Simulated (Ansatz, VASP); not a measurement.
**Si2SnB3 in VASP and in Ansatz**

```
Si Sn B
1.0
     0.00358    0.00162   -2.92393
    -3.41786   -4.12227    0.00038
    -6.78520    8.20359    0.00083
Si Sn B
4 2 6
Direct
  0.31614 0.50007 0.50002
  0.31168 0.49990 0.00009
  0.34749 0.00021 0.75003
  0.34737 0.00017 0.24996
  0.66939 0.50031 0.75017
  0.66931 0.50023 0.24999
  0.22254 0.10551 0.94688
  0.22375 0.10574 0.44687
  0.22355 0.89422 0.55307
  0.22223 0.89415 0.05311
  0.72392 0.99982 0.49989
  0.72263 0.99966 0.99991
```

Change from the starting cell: cell x2, atoms moved at random (sigma 0.05 Å) and cell strained at random (1.5 %), then relaxed without symmetry.

Alike in both runs: functional PBE; k mesh 8 × 4 × 2; occupations gaussian, width 0.2 eV; no spin polarisation.

Ansatz relaxed the structure, and its values are those at the end. VASP's run is a single point on that final structure, the one shown.

|  | VASP | Ansatz |
| --- | --- | --- |
| version | VASP 6.6.1 | Ansatz 0.2.0 |
| potentials or method | VASP PAW PBE potentials, release 64 (Si, Sn_d, B), cutoff 520 eV | scalar-relativistic, plane waves, PAW |
| valence electrons in the cell | 62 | 62 |

Ansatz gave:

* gap on the k mesh at the Fermi level (eV): none
* pressure (GPa): 0.1
* rms of the force components (eV/Å): 0.002

**Question.** Which values does VASP return?

**Answer.** gap on the k mesh at the Fermi level (eV): none; pressure (GPa): 0.1; rms of the force components (eV/Å): 0.004.

A gap of «none» marks a metal or a gap that the smearing closes.
